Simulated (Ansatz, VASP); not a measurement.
# RbBr: VASP beside Ansatz

```
CELL_PARAMETERS angstrom
0.00000 3.41604 3.41604
3.41604 0.00000 3.41604
3.41604 3.41604 0.00000
ATOMIC_POSITIONS crystal
Rb 0.00000 0.00000 0.00000
Br 0.50000 0.50000 0.50000
```

Change from the starting cell: volume scaled by 0.99, crystal datasets.

Alike in both runs: task electric field gradients; functional PBEsol; k mesh 7 × 7 × 7; occupations fermi-dirac, width 0.03 eV; no spin polarisation.

|  | VASP | Ansatz |
| --- | --- | --- |
| version | VASP 6.6.1 | Ansatz 0.2.0 |
| potentials or method | VASP PAW PBE potentials, release 64 (Rb_sv, Br), cutoff 520 eV | all-electron PAW with datasets made for the crystal, scalar-relativistic |

|  | VASP | Ansatz | Ansatz less VASP |
| --- | --- | --- | --- |
| gap on the k mesh at the Fermi level (eV) | 4.23 | 4.24 | +0.003 |
| pressure (GPa) | 0.1 | 0.1 | -0.04 |

VASP's potentials were made for PBE, not for PBEsol. Ansatz ran all-electron here, and VASP with PAW potentials.
